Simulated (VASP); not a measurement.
BTe:

```xyz
2
Lattice="0.0000 2.5771 2.5771 2.5771 0.0000 2.5771 2.5771 2.5771 0.0000" Properties=species:S:1:pos:R:3 pbc="T T T"
B     0.0000    0.0000    0.0000
Te    2.5771    2.5771    2.5771
```

| Item | Value |
| --- | --- |
| Program | VASP 6.6.1 |
| Task | relaxation of cell and atoms |
| Functional | PBE |
| Potentials or basis | VASP PAW PBE potentials, release 64 (B, Te) |
| Cutoff | 600 eV |
| k mesh | 18 × 18 × 18 |
| Occupations | gaussian, width 0.1 eV |
| Spin | no spin polarisation |

At the start: pressure -3.2 GPa; volume 17.12 Å³/atom.

Where does the relaxation end?

Over 3 steps the energy falls by 6.3 meV/atom and the volume is 16.50 Å³/atom (-3.6 %); space group Fm-3m (No. 225, to 0.05 Å).

The path:
| step | energy change (eV) | largest force (eV/Å) | pressure (GPa) | volume (Å³) |
| --- | --- | --- | --- | --- |
| 1 | 0.0000 | 0.0000 | -3.18 | 34.23 |
| 2 | -0.0108 | 0.0000 | 1.31 | 32.58 |
| 3 | -0.0126 | 0.0000 | 0.01 | 33.01 |

Final structure:
```
B Te
1.0
     0.00000    2.54607    2.54607
     2.54607    0.00000    2.54607
     2.54607    2.54607    0.00000
B Te
1 1
Direct
  0.00000 0.00000 0.00000
  0.50000 0.50000 0.50000
```
